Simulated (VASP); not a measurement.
# InSb (I-4m2) in VASP: electric field gradients with LDA

Aim: the electric field gradients of InSb with LDA.

All numbers are computed with VASP 6.6.1; they aren't measurements. Logs are shortened: lines on timing, memory, paths and dates and some standing lists are left out, and cuts for length are marked.

## (1) The cell of the first run

It takes space group I-4m2 (No. 119, tetragonal). The conventional cell has a = 4.581 Å, b = 4.581 Å, c = 6.284 Å, α = 90.00°, β = 90.00°, γ = 90.00°. Within 3.7 Å of In (site symmetry -4m2) lie 4 Sb at 2.78 Å. Sb (site symmetry -4m2) has 4 In at 2.78 Å within 3.7 Å.

## (2) Electric field gradients, LDA (zz strain of -3 %)

File INCAR:

```
SYSTEM = InSb
ALGO     = Normal         ! electronic algorithm
EDIFF    = 1E-8           ! SCF threshold, eV
ENCUT    = 400            ! plane-wave cutoff, eV
GGA      = CA             ! functional
GGA_COMPAT= .FALSE.      
ISIF     = 2              ! what is computed and relaxed
ISMEAR   = -1             ! smearing method
LASPH    = .TRUE.         ! aspherical terms in the spheres
LCHARG   = .FALSE.        ! write CHGCAR
LEFG     = .TRUE.       
LREAL    = .FALSE.        ! projectors in reciprocal space
LWAVE    = .FALSE.        ! write WAVECAR
NBANDS   = 16             ! bands
NELM     = 120            ! most SCF steps
PREC     = Accurate       ! precision mode
SIGMA    = 0.03           ! smearing width, eV
```

File KPOINTS:

```
k-points
0
G
  10 10 10
  0 0 0
```

File POSCAR:

```
InSb
1.0
    0.0000000000      3.2391000000      3.1419270000
    3.2391000000      0.0000000000      3.1419270000
    3.2391000000      3.2391000000      0.0000000000
In Sb
1 1
Direct
    0.0000000000      0.0000000000      0.0000000000
    0.7500000000      0.7500000000      0.7500000000
```

Potentials or basis: VASP PAW LDA potentials, release 64 (In_d, Sb).

On the command line:

```
$ cat potpaw_LDA.64/In_d/POTCAR potpaw_LDA.64/Sb/POTCAR > POTCAR
$ mpirun -np 1 vasp_std > vasp.out
```

OUTCAR:

```text
SYSTEM = InSb
   EDIFF = 1E-8
   ENCUT = 400
   GGA = CA
   ISIF = 2
   ISMEAR = -1
   LASPH = .TRUE.
   LREAL = .FALSE.
   NELM = 120
   PREC = Accurate

 ion  position               nearest neighbor table
   1  0.000  0.000  0.000-   2 2.78   2 2.78   2 2.78   2 2.78
   2  0.750  0.750  0.750-   1 2.78   1 2.78   1 2.78   1 2.78

  LATTYP: Found a body centered tetragonal cell.
 ALAT       =     4.5807791499
 C/A-ratio  =     1.3717871555

  Lattice vectors:

 A1 = (   0.0000000000,  -3.2391000000,  -3.1419270000)
 A2 = (   0.0000000000,   3.2391000000,  -3.1419270000)
 A3 = (   3.2391000000,   0.0000000000,   3.1419270000)

Analysis of symmetry for initial positions (statically):
=====================================================================
 Subroutine PRICEL returns:
 Original cell was already a primitive cell.

 Routine SETGRP: Setting up the symmetry group for a
 body centered tetragonal supercell.

 Subroutine GETGRP returns: Found  8 space group operations
 (whereof  8 operations were pure point group operations)
 out of a pool of 16 trial point group operations.

The static configuration has the point symmetry D_2d.

Analysis of symmetry for dynamics (positions and initial velocities):
=====================================================================
 Subroutine PRICEL returns:
 Original cell was already a primitive cell.

 Routine SETGRP: Setting up the symmetry group for a
 body centered tetragonal supercell.

 Subroutine GETGRP returns: Found  8 space group operations
 (whereof  8 operations were pure point group operations)
 out of a pool of 16 trial point group operations.

The dynamic configuration has the point symmetry D_2d.

 Subroutine INISYM returns: Found  8 space group operations
 (whereof  8 operations are pure point group operations),
 and found     1 'primitive' translations

----------------------------------------------------------------------------------------

                                     Primitive cell

  volume of cell :      65.9287

  direct lattice vectors                    reciprocal lattice vectors
     0.000000000  3.239100000  3.141927000    -0.154363867  0.154363867  0.159138007
     3.239100000  0.000000000  3.141927000     0.154363867 -0.154363867  0.159138007
[... 118 lines left out ...]
  volume of cell :       65.93
 maximum number of plane-waves:      1219
 NGX is ok and might be reduce to    30
   NGX = 15   NGY = 15   NGZ = 15

 number of electron      18.0000002 magnetization

 Free energy of the ion-electron system (eV)
  ---------------------------------------------------
  ext. energy  EPLUGINS =         0.00000000
  ---------------------------------------------------
  free energy    TOTEN  =        -8.20818628 eV

  energy without entropy =       -8.20810979  energy(sigma->0) =       -8.20814804

 E-fermi :   5.2733     XC(G=0):  -9.1225

 val. band max:        5.1743066729   @ k =   0.0000   0.0000   0.0000
 cond. band min:       5.3235271926   @ k =   0.0000   0.0000   0.0000
 fundamental gap:      0.1492205197
 Fermi energy:         5.2732723456

 k-point     1 :       0.0000    0.0000    0.0000
  band No.  band energies     occupation
      1      -9.4059      2.00000
      2      -9.4059      2.00000
      3      -9.4007      2.00000
      4      -9.3095      2.00000
      5      -9.3069      2.00000
      6      -5.7466      2.00000
[... 433 lines left out ...]
      3      -9.3664      2.00000
      4      -9.3277      2.00000
      5      -9.2983      2.00000
      6      -4.2651      2.00000
[... 8 lines left out ...]
     15      14.7710      0.00000
     16      15.4379      0.00000

 [... further k-points ...]
[... 5 lines left out ...]
  --------------------------------------------------------------------------------------
  -------------------------------------------------------------------------------------
  Total        0.2631294      0.2631294      0.6027323      0.0000000      0.0000000      0.0000000
  in kB        6.3944787      6.3944787     14.6473894      0.0000000      0.0000000      0.0000000
  external PRESSURE =       9.1454489 kB  Pullay stress =       0.0000000 kB

 VOLUME and BASIS-vectors are now :
 -----------------------------------------------------------------------------
  energy-cutoff  :      400.00
  volume of cell :       65.93
      direct lattice vectors                 reciprocal lattice vectors
     0.000000000  3.239100000  3.141927000    -0.154363867  0.154363867  0.159138007
     3.239100000  0.000000000  3.141927000     0.154363867 -0.154363867  0.159138007
     3.239100000  3.239100000  0.000000000     0.154363867  0.154363867 -0.159138007

 POSITION                                       TOTAL-FORCE (eV/Angst)
 -----------------------------------------------------------------------------------
      0.00000      0.00000      0.00000         0.000000      0.000000      0.000000
      4.85865      4.85865      4.71289        -0.000000     -0.000000      0.000000
 -----------------------------------------------------------------------------------
    total drift:                               -0.000000     -0.000000     -0.000001

  FREE ENERGIE OF THE ION-ELECTRON SYSTEM (eV)
  ---------------------------------------------------
  free  energy   TOTEN  =        -8.2081862798 eV

  energy  without entropy=       -8.2081097917  energy(sigma->0) =       -8.20814804

 Electric field gradients (V/A^2)
---------------------------------------------------------------------
 ion       V_xx      V_yy      V_zz      V_xy      V_xz      V_yz
---------------------------------------------------------------------
   1      -4.402    -4.402     8.804     0.000     0.001     0.001
   2       3.318     3.318    -6.637     0.000     0.000     0.000
---------------------------------------------------------------------

 Electric field gradients after diagonalization (V/A^2)
 (convention: |V_zz| > |V_xx| > |V_yy|)
----------------------------------------------------------------------
 ion       V_xx      V_yy      V_zz     asymmetry (V_yy - V_xx)/ V_zz
----------------------------------------------------------------------
   1      -4.402    -4.402     8.804       0.000
   2       3.318     3.318    -6.637       0.000
----------------------------------------------------------------------

           NMR quadrupolar parameters

 Cq : quadrupolar parameter    Cq=e*Q*V_zz/h
 eta: asymmetry parameters     (V_yy - V_xx)/ V_zz
 Q  : nuclear electric quadrupole moment in mb (millibarn)
----------------------------------------------------------------------
 ion       Cq(MHz)       eta       Q (mb)
----------------------------------------------------------------------
   1       0.021       0.000       1.000
   2      -0.016       0.000       1.000
----------------------------------------------------------------------
```

OSZICAR:

```text
N       E                     dE             d eps       ncg     rms          rms(c)
DAV:   1     0.105872721868E+03    0.10587E+03   -0.68904E+03  3272   0.925E+02
DAV:   2    -0.168324131448E+01   -0.10756E+03   -0.10447E+03  3728   0.255E+02
DAV:   3    -0.818370171148E+01   -0.65005E+01   -0.64843E+01  4248   0.683E+01
DAV:   4    -0.836419541362E+01   -0.18049E+00   -0.18047E+00  4192   0.134E+01
DAV:   5    -0.837392549185E+01   -0.97301E-02   -0.97300E-02  4896   0.240E+00    0.454E+00
DAV:   6    -0.824235003311E+01    0.13158E+00   -0.15488E-01  4728   0.626E+00    0.256E+00
DAV:   7    -0.820980569129E+01    0.32544E-01   -0.71667E-02  4592   0.249E+00    0.554E-01
DAV:   8    -0.820811608425E+01    0.16896E-02   -0.72972E-03  4328   0.101E+00    0.328E-01
DAV:   9    -0.820820698011E+01   -0.90896E-04   -0.72249E-04  4144   0.233E-01    0.969E-02
DAV:  10    -0.820818306953E+01    0.23911E-04   -0.49360E-05  3744   0.519E-02    0.349E-02
DAV:  11    -0.820818641328E+01   -0.33437E-05   -0.10502E-05  4240   0.408E-02    0.246E-02
DAV:  12    -0.820818628289E+01    0.13039E-06   -0.77584E-07  4432   0.877E-03    0.602E-03
DAV:  13    -0.820818628385E+01   -0.96111E-09   -0.12195E-07  4240   0.346E-03    0.248E-03
DAV:  14    -0.820818627981E+01    0.40359E-08   -0.99683E-09  3240   0.124E-03
   1 F= -.82081863E+01 E0= -.82081480E+01  d E =-.764881E-04
```

stdout:

```text
POSCAR found type information on POSCAR InSb
 POSCAR found :  2 types and       2 ions
 scaLAPACK will be used
 LDA part: xc-table for (Slater(with rela. corr.)+CA(PZ))
 , standard interpolation
 POSCAR, INCAR and KPOINTS ok, starting setup
 FFT: planning ... GRIDC
 FFT: planning ... GRID_SOFT
 FFT: planning ... GRID
 WAVECAR not read
 entering main loop
ion   1

ion   2
```

Wall time 2 min (1 thread of Intel Xeon 8259CL, shared host); peak memory 0.2 GiB.

What came out:

```yaml
Free_energy: -8.2082 eV
Pressure: 0.9 GPa
Band_gap_on_the_k_mesh: 0.15 eV
Largest_electric_field_gradient_by_atom: In +8.8; Sb -6.6 V/Å²
```

Electric field gradients, principal values (V/Å²):
```tsv
atom	least	middle	greatest (by size)
1 In	-4.402	-4.402	8.804
2 Sb	3.318	3.318	-6.637
```

Caveat: the cell differs from its parent crystal (zz strain of -3 %); semilocal functionals underestimate gaps, and a narrow one can read as zero; without QUAD_EFG the Cq values of the log hold for a quadrupole moment of 1 mb, not for the nuclei; spin-orbit coupling is left out, which moves the levels of the heavy elements.
